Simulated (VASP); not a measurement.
Set up this calculation in VASP 6.6.1, as the native input.

```yaml
Task: electric field gradients
Functional: LDA
Potentials_or_basis: VASP PAW LDA potentials, release 64 (La)
Cutoff: 520 eV
k_mesh: 11 × 11 × 11
Occupations: fermi-dirac, width 0.03 eV
Spin: no spin polarisation
Dipole_correction: no
Further_INCAR_settings: ALGO = Normal; EDIFF = 1e-08; NBANDS = 12
```

The structure of La lies in POSCAR:

```
La
1.0
   -2.1238310710      2.1238310710      2.1238310710
    2.1238310710     -2.1238310710      2.1238310710
    2.1238310710      2.1238310710     -2.1238310710
La
1
Direct
    0.0000000000      0.0000000000      0.0000000000
```

The input as run:

INCAR

```
PREC = Accurate
ENCUT = 520
EDIFF = 1E-8
ISMEAR = -1
SIGMA = 0.03
LREAL = F
LASPH = T
NELM = 100
ALGO = Normal
ISIF = 2
LWAVE = F
LCHARG = F
GGA = CA
LEFG = T
NBANDS = 12
```

KPOINTS

```
Automatic mesh
0
Gamma
  11 11 11
```

Potentials or basis: VASP PAW LDA potentials, release 64 (La).

Command:

```bash
$ cat potpaw_LDA.64/La/POTCAR > POTCAR
$ mpirun -np 1 vasp_std > vasp.out
```

Results of the run:

```yaml
Pressure: -3.6 GPa
```

Caveat: without QUAD_EFG the Cq values of the log hold for a quadrupole moment of 1 mb, not for the nuclei.

Wall time 39 s on 1 thread of Intel(R) Xeon(R) Platinum 8375C CPU @ 2.90GHz (Ice Lake), on a shared host, peak memory 0.16 GiB.
